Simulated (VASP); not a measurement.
Write the native input for VASP 6.6.1 that does the following.

```yaml
Task: single point
Functional: r2SCAN
Potentials_or_basis: VASP PAW PBE potentials, release 64 (Pb_d)
Cutoff: 520 eV
k_mesh: 18 × 18 × 10
Occupations: gaussian, width 0.15 eV
Spin: no spin polarisation
Dipole_correction: no
Further_INCAR_settings: ALGO = Normal; EDIFF = 1e-07; NBANDS = 21
```

Pb:

```
Pb
1.0
     3.75840    0.00000    0.00000
    -1.87920    3.25487    0.00000
     0.00000    0.00000    6.03720
Pb
2
Cartesian
  0.0000 2.1699 1.5093
  1.8792 1.0850 4.5279
```

This cell differs from its parent crystal: strain +0.080 along x and y, +0.080 along z.

These files were run (other wordings do the same):

POSCAR

```
Pb
1.0
    3.7584007458      0.0000000000      0.0000000000
   -1.8792003729      3.2548705235      0.0000000000
    0.0000000000      0.0000000000      6.0372000000
Pb
2
Direct
    0.3333333333      0.6666666667      0.2500000000
    0.6666666667      0.3333333333      0.7500000000
```

INCAR.step1

```
SYSTEM = Pb
ALGO = Normal
EDIFF = 1E-4
ENCUT = 520
GGA = PE
ISMEAR = 0
LASPH = .TRUE.
LCHARG = .FALSE.
LREAL = .FALSE.
LWAVE = .TRUE.
NBANDS = 21
NELM = 80
PREC = Accurate
SIGMA = 0.15
```

INCAR.step2

```
SYSTEM = Pb
ALGO = Normal
EDIFF = 1E-7
ENCUT = 520
ISIF = 2
ISMEAR = 0
ISTART = 1
LASPH = .TRUE.
LCHARG = .FALSE.
LMIXTAU = .TRUE.
LREAL = .FALSE.
LWAVE = .FALSE.
METAGGA = R2SCAN
NBANDS = 21
NELM = 80
PREC = Accurate
SIGMA = 0.15
```

KPOINTS

```
k-points
0
G
  18 18 10
  0 0 0
```

Potentials or basis: VASP PAW PBE potentials, release 64 (Pb_d).

Run with:

```sh
$ cat potpaw_PBE.64/Pb_d/POTCAR > POTCAR
$ cp INCAR.step1 INCAR
$ mpirun -np 1 vasp_std > vasp.out
$ cp INCAR.step2 INCAR
$ mpirun -np 1 vasp_std > vasp.out
```

Results of the run:

| Quantity | Value |
| --- | --- |
| Pressure | -5.1 GPa |
| Band gap on the k mesh | zero (bands 14 and 15 overlap by 6.38 eV) |

Caveat: the cell differs from its parent crystal (strain +0.080 along x and y, +0.080 along z); the cell stands under tension; the PAW data sets were made with another functional, which shifts forces and pressure a little; spin-orbit coupling is left out, which moves the levels of the heavy elements.

Wall time 9.1 min on 1 thread of Intel(R) Xeon(R) 6975P-C (Granite Rapids), on a shared host, peak memory 0.39 GiB.
